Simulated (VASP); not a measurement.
A run of VASP 6.6.1:

Contents of INCAR:

```
SYSTEM = Si2W
  PREC = Accurate
  ENCUT = 520
  EDIFF = 1E-7
  ISMEAR = 0
  SIGMA = 0.15
  LREAL = .FALSE.
  LASPH = .TRUE.
  NELM = 60
  ALGO = Normal
  ISIF = 2
  LWAVE = .FALSE.
  LCHARG = .FALSE.
  NBANDS = 18
```

KPOINTS

```
regular mesh
0
G
  18 18 18
  0 0 0
```

File POSCAR:

```
Si2W
1.0
   -1.5493399447      1.5493399447      4.1076100613
    1.5493399447     -1.5493399447      4.1076100613
    1.5493399447      1.5493399447     -4.1076100613
Si W
2 1
Direct
    0.3346644983      0.3346644983      0.0000000000
    0.6653355017      0.6653355017      0.0000000000
    0.0000000000      0.0000000000      0.0000000000
```

Potentials or basis: VASP PAW LDA potentials, release 64 (Si, W_sv).

The run is started by

```sh
$ cat potpaw_LDA.64/Si/POTCAR potpaw_LDA.64/W_sv/POTCAR > POTCAR
$ mpirun -np 1 vasp_std > vasp.out
```

Hardware: 1 thread of Intel Xeon 8259CL, on a shared host.

Task: Estimate the wall time of this run.

Result: Run time: 10 min on 1 thread of Intel Xeon 8259CL (shared host), peak memory 0.43 GiB. Counts: scf iterations 14, k points 480.
